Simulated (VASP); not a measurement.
The system is SnO.

```
CELL_PARAMETERS angstrom
0.00000 2.55879 2.55879
2.55879 0.00000 2.55879
2.55879 2.55879 0.00000
ATOMIC_POSITIONS crystal
Sn 0.00000 0.00000 0.00000
O 0.50000 0.50000 0.50000
```

| Item | Value |
| --- | --- |
| Program | VASP 6.6.1 |
| Task | relaxation of cell and atoms |
| Functional | PBEsol |
| Potentials or basis | VASP PAW PBE potentials, release 64 (Sn_d, O) |
| Cutoff | 600 eV |
| k mesh | 8 × 8 × 8 |
| Occupations | fermi-dirac, width 0.02 eV |
| Spin | no spin polarisation |

At the start: pressure -4.7 GPa; volume 16.75 Å³/atom.

Question: Where does the relaxation end?

Answer: Over 3 steps the energy falls by 12.0 meV/atom and the volume is 15.96 Å³/atom (-4.7 %); space group Fm-3m (No. 225, to 0.1 Å) before and after.

Step by step:
| step | energy change (eV) | largest force (eV/Å) | pressure (GPa) | volume (Å³) |
| --- | --- | --- | --- | --- |
| 1 | 0.0000 | 0.0000 | -4.68 | 33.51 |
| 2 | -0.0185 | 0.0000 | 2.50 | 31.19 |
| 3 | -0.0241 | 0.0000 | 0.00 | 31.92 |

Final structure:
```xyz
2
Lattice="0.0000 2.5177 2.5177 2.5177 0.0000 2.5177 2.5177 2.5177 0.0000" Properties=species:S:1:pos:R:3 pbc="T T T"
Sn    0.0000    0.0000    0.0000
O     2.5177    2.5177    2.5177
```

Caveat: the PAW data sets were made with another functional, which shifts forces and pressure a little.
